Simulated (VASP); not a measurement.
# YZn (Fm-3m) in VASP: a series of runs, part 2 of 2

VASP 6.6.1. The steps go on from the part before.

## (6) Relaxation of the atoms, LDA

This run uses another cell than the first one, of 14.31 Å³/atom.

INCAR reads:

```
SYSTEM = YZn
PREC = Accurate ; ENCUT = 520
EDIFF = 1E-6 ; ISMEAR = -1
SIGMA = 0.05 ; LREAL = .False.
LASPH = .True. ; NELM = 60
ALGO = Normal ; ISIF = 2
LWAVE = .False. ; LCHARG = .False.
IBRION = 2 ; NSW = 50
EDIFFG = -0.01
```

KPOINTS reads:

```
Automatic mesh
0
Gamma
  11 11 11
  0 0 0
```

POSCAR reads:

```
YZn
1.0
    0.0000000000      2.4276382736      2.4276382736
    2.4276382736      0.0000000000      2.4276382736
    2.4276382736      2.4276382736      0.0000000000
Y Zn
1 1
Direct
    0.0000000000      0.0000000000      0.0000000000
    0.5000000000      0.5000000000      0.5000000000
```

Potentials or basis: VASP PAW LDA potentials, release 64 (Y_sv, Zn).

Launch:

```sh
$ cat potpaw_LDA.64/Y_sv/POTCAR potpaw_LDA.64/Zn/POTCAR > POTCAR
$ mpirun -np 1 vasp_std > vasp.out
```

OUTCAR:

```text
SYSTEM = YZn
   PREC = Accurate
   ENCUT = 520
   EDIFF = 1E-6
   ISMEAR = -1
   LREAL = .False.
   LASPH = .True.
   NELM = 60
   ISIF = 2
   IBRION = 2
   NSW = 50
   EDIFFG = -0.01

 ion  position               nearest neighbor table
   1  0.000  0.000  0.000-   2 2.43   2 2.43   2 2.43   2 2.43   2 2.43   2 2.43
   2  0.500  0.500  0.500-   1 2.43   1 2.43   1 2.43   1 2.43   1 2.43   1 2.43

  LATTYP: Found a face centered cubic cell.
 ALAT       =     4.8552765472

  Lattice vectors:

 A1 = (   0.0000000000,   2.4276382736,   2.4276382736)
 A2 = (   2.4276382736,   0.0000000000,   2.4276382736)
 A3 = (   2.4276382736,   2.4276382736,   0.0000000000)

Analysis of symmetry for initial positions (statically):
=====================================================================
 Subroutine PRICEL returns:
 Original cell was already a primitive cell.

 Routine SETGRP: Setting up the symmetry group for a
 face centered cubic supercell.

 Subroutine GETGRP returns: Found 48 space group operations
 (whereof 48 operations were pure point group operations)
 out of a pool of 48 trial point group operations.

The static configuration has the point symmetry O_h .

[... 170 lines left out ...]
      1     -35.2832      2.00000
      2     -15.2073      2.00000
      3     -15.2073      2.00000
      4     -15.2073      2.00000
      5      -3.3285      2.00000
      6      -3.3285      2.00000
      7      -3.1369      2.00000
      8      -3.1369      2.00000
      9      -3.1369      2.00000
     10      -2.3740      2.00000
     11       8.0625      0.00000
     12       8.0625      0.00000
     13       8.0625      0.00000
     14      10.4846      0.00000
[... 401 lines left out ...]
      2     -15.9571      2.00000
      3     -15.4863      2.00000
      4     -15.3599      2.00000
      5      -3.1320      2.00000
      6      -3.0435      2.00000
      7      -2.9683      2.00000
      8      -2.8380      2.00000
      9      -2.7612      2.00000
     10       0.1196      2.00000
     11       5.4534      1.98097
     12       5.8558      0.06437
     13       6.6001      0.00000
     14       8.9743      0.00000
     15      11.3010      0.00000

 [... further k-points ...]
[... 5 lines left out ...]
  --------------------------------------------------------------------------------------
  -------------------------------------------------------------------------------------
  Total       15.5090376     15.5090376     15.5090376      0.0000000      0.0000000     -0.0000000
  in kB      868.3873916    868.3873916    868.3873916      0.0000000      0.0000000     -0.0000000
  external PRESSURE =     868.3873916 kB  Pullay stress =       0.0000000 kB

 VOLUME and BASIS-vectors are now :
 -----------------------------------------------------------------------------
  energy-cutoff  :      520.00
  volume of cell :       28.61
      direct lattice vectors                 reciprocal lattice vectors
     0.000000000  2.427638274  2.427638274    -0.205961492  0.205961492  0.205961492
     2.427638274  0.000000000  2.427638274     0.205961492 -0.205961492  0.205961492
     2.427638274  2.427638274  0.000000000     0.205961492  0.205961492 -0.205961492

 POSITION                                       TOTAL-FORCE (eV/Angst)
 -----------------------------------------------------------------------------------
      0.00000      0.00000      0.00000         0.000000     -0.000000      0.000000
      2.42764      2.42764      2.42764         0.000000      0.000000     -0.000000
 -----------------------------------------------------------------------------------
    total drift:                                0.000000      0.000000      0.000000

  FREE ENERGIE OF THE ION-ELECTRON SYSTEM (eV)
  ---------------------------------------------------
  free  energy   TOTEN  =        -5.4443395688 eV

  energy  without entropy=       -5.4161414325  energy(sigma->0) =       -5.43024050

 reached required accuracy - stopping structural energy minimisation
```

OSZICAR:

```text
N       E                     dE             d eps       ncg     rms          rms(c)
DAV:   1     0.113246793896E+03    0.11325E+03   -0.12463E+04  1688   0.208E+03
DAV:   2    -0.960181220908E+00   -0.11421E+03   -0.11281E+03  1820   0.358E+02
DAV:   3    -0.568870187480E+01   -0.47285E+01   -0.46328E+01  2144   0.698E+01
DAV:   4    -0.578202724296E+01   -0.93325E-01   -0.93299E-01  2227   0.780E+00
DAV:   5    -0.578317408557E+01   -0.11468E-02   -0.11468E-02  2141   0.753E-01    0.636E+01
DAV:   6    -0.547741993598E+01    0.30575E+00   -0.15838E+00  1680   0.235E+01    0.357E+01
DAV:   7    -0.547235314980E+01    0.50668E-02   -0.71108E-01  2264   0.129E+01    0.641E+00
DAV:   8    -0.544585726159E+01    0.26496E-01   -0.19754E-01  1932   0.764E+00    0.995E-01
DAV:   9    -0.544459384993E+01    0.12634E-02   -0.30618E-02  2030   0.167E+00    0.535E-01
DAV:  10    -0.544441925555E+01    0.17459E-03   -0.52034E-03  2184   0.105E+00    0.132E-01
DAV:  11    -0.544434225853E+01    0.76997E-04   -0.38469E-04  2155   0.282E-01    0.102E-01
DAV:  12    -0.544434047186E+01    0.17867E-05   -0.10974E-04  2485   0.108E-01    0.467E-02
DAV:  13    -0.544433979218E+01    0.67968E-06   -0.16027E-05  1741   0.456E-02    0.179E-02
DAV:  14    -0.544433956877E+01    0.22340E-06   -0.11874E-06  1128   0.145E-02
   1 F= -.54443396E+01 E0= -.54302405E+01  d E =-.544434E+01
```

Wall time 61 s (1 thread of Intel Xeon 8259CL, shared host); peak memory 0.18 GiB.

Results:

- Free energy: -5.4443 eV
- Pressure after relaxing: 86.8 GPa
- Band gap on the k mesh: zero (an odd number of electrons rules out a gap without spin polarisation)

Final structure:
```yaml
crystal:
  lattice:
    - [0.00000, 2.42764, 2.42764]
    - [2.42764, 0.00000, 2.42764]
    - [2.42764, 2.42764, 0.00000]
  atoms:
    - { symbol: Y, position: [0.00000, 0.00000, 0.00000] }
    - { symbol: Zn, position: [0.50000, 0.50000, 0.50000] }
```

Caveat: the relaxation stopped at its first step, so nothing moved.

## (7) Summary

| task | spin | cell | gap on the mesh (eV) | pressure (GPa) |
| --- | --- | --- | --- | --- |
| single point | off | a = 4.190 Å, angles 60.0°, 2 atoms | none | -4.4 |
| single point | collinear | a = 3.969 Å, angles 60.0°, 2 atoms | none | 5.8 |
| relaxation of the atoms | off | atoms relaxed from a = 3.087 Å, angles 60.0°, 2 atoms | none | 243.4 |
| relaxation of the atoms | off | atoms relaxed from a = 3.433 Å, angles 60.0°, 2 atoms | none | 86.8 |

Alike in all rows: level LDA; potentials or basis VASP PAW LDA potentials, release 64 (Y_sv, Zn); k mesh 11 × 11 × 11; cutoff (eV) 520; smearing fermi-dirac 0.05 eV.

Caveats: the relaxation stopped at its first step, so nothing moved (at least some runs); the cell stands under tension (at least some runs); the cell stands under pressure (at least some runs).

Total energies depend on the potentials used, so only differences within one code and one set of settings carry meaning.
